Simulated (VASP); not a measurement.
Write the native input for VASP 6.6.1 that does the following.

```
Task                   : single point
Functional             : r2SCAN
Potentials or basis    : VASP PAW PBE potentials, release 64 (Cd, S)
Cutoff                 : 520 eV
k mesh                 : 8 × 8 × 8
Occupations            : fermi-dirac, width 0.05 eV
Spin                   : no spin polarisation
Dipole correction      : no
Further INCAR settings : ALGO = Normal; EDIFF = 1e-07; NBANDS = 16
```

CdS (Hawleyite):

```
Cd S
1.0
     0.00000    2.87708    2.87708
     2.87708    0.00000    2.87708
     2.87708    2.87708    0.00000
Cd S
1 1
Direct
  0.00000 0.00000 0.00000
  0.75000 0.75000 0.75000
```

These files were run (other wordings do the same):

POSCAR

```
CdS
1.0
    0.0000000000      2.8770830059      2.8770830059
    2.8770830059      0.0000000000      2.8770830059
    2.8770830059      2.8770830059      0.0000000000
Cd S
1 1
Direct
    0.0000000000      0.0000000000      0.0000000000
    0.7500000000      0.7500000000      0.7500000000
```

INCAR.step1

```
PREC = Accurate ; ENCUT = 520
ISMEAR = -1 ; SIGMA = 0.05
LREAL = F ; LASPH = T
NELM = 80 ; NBANDS = 16
GGA = PE ; ALGO = Normal
EDIFF = 1E-4 ; LWAVE = T
LCHARG = F
```

INCAR.step2

```
PREC = Accurate ; ENCUT = 520
EDIFF = 1E-7 ; ISMEAR = -1
SIGMA = 0.05 ; LREAL = F
LASPH = T ; NELM = 80
ALGO = Normal ; ISIF = 2
LWAVE = F ; LCHARG = T
METAGGA = R2SCAN ; LMIXTAU = T
LELF = T ; LVHAR = T
NBANDS = 16 ; ISTART = 1
```

KPOINTS

```
regular mesh
0
Gamma
  8 8 8
```

Potentials or basis: VASP PAW PBE potentials, release 64 (Cd, S).

Launch:

```bash
$ cat potpaw_PBE.64/Cd/POTCAR potpaw_PBE.64/S/POTCAR > POTCAR
$ cp INCAR.step1 INCAR
$ mpirun -np 1 vasp_std > vasp.out
$ cp INCAR.step2 INCAR
$ mpirun -np 1 vasp_std > vasp.out
```

It gave:

- Pressure: 4.9 GPa
- Band gap on the k mesh: 1.69 eV, direct

Caveat: the PAW data sets were made with another functional, which shifts forces and pressure a little.

Wall time 63 s on 1 thread of AMD EPYC 9R45 96-Core Processor (Zen 5) (shared host), peak memory 0.15 GiB.
